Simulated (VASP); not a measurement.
Te: single point with r2SCAN

Te:

```
CELL_PARAMETERS angstrom
4.63249 0.00000 0.00000
-2.31624 4.01185 0.00000
0.00000 0.00000 5.88690
ATOMIC_POSITIONS crystal
Te 0.25359 0.00000 0.33333
Te 0.00000 0.25359 0.66667
Te 0.74641 0.74641 0.00000
```

| Quantity | Value |
| --- | --- |
| Program | VASP 6.6.1 |
| Task | single point |
| Functional | r2SCAN |
| Potentials or basis | VASP PAW PBE potentials, release 64 (Te) |
| Cutoff | 550 eV |
| k mesh | 8 × 8 × 6 |
| Occupations | methfessel-paxton, width 0.01 eV |
| Spin | no spin polarisation |

The pressure is 0.0 GPa and the largest force is 0.019 eV/Å. The band gap on the k mesh is 0.78 eV.

Forces in eV/Å, atoms in the order of the input:
```
Te   0.019  0.000  0.000
Te  -0.010  0.017  0.000
Te  -0.010 -0.017  0.000
```

Stress tensor (GPa, compression positive):
```
-0.02  0.00  0.00
 0.00 -0.02  0.00
 0.00  0.00  0.13
```

Levels at points of the mesh, in eV from the valence-band top:
```csv
k point,band 7,band 8,band 9,band 10,band 11,band 12
"(0.00, 0.00, 0.00)",-1.69,-1.69,-0.66,1.24,1.24,1.74
"(0.50, 0.00, 0.00)",-3.12,-1.25,-0.92,1.29,1.45,3.76
"(0.00, 0.00, 0.50)",-1.36,-1.23,-1.23,0.78,0.87,0.87
"(0.50, 0.00, 0.50)",-2.18,-1.80,-0.10,1.18,2.16,2.62
```

It took 8.5 min on 1 thread of Intel Xeon 8259CL (shared host), peak memory 0.29 GiB.

Caveat: the PAW data sets were made with another functional, which shifts forces and pressure a little; spin-orbit coupling is left out, which moves the levels of the heavy elements. A k mesh can miss the band edges.
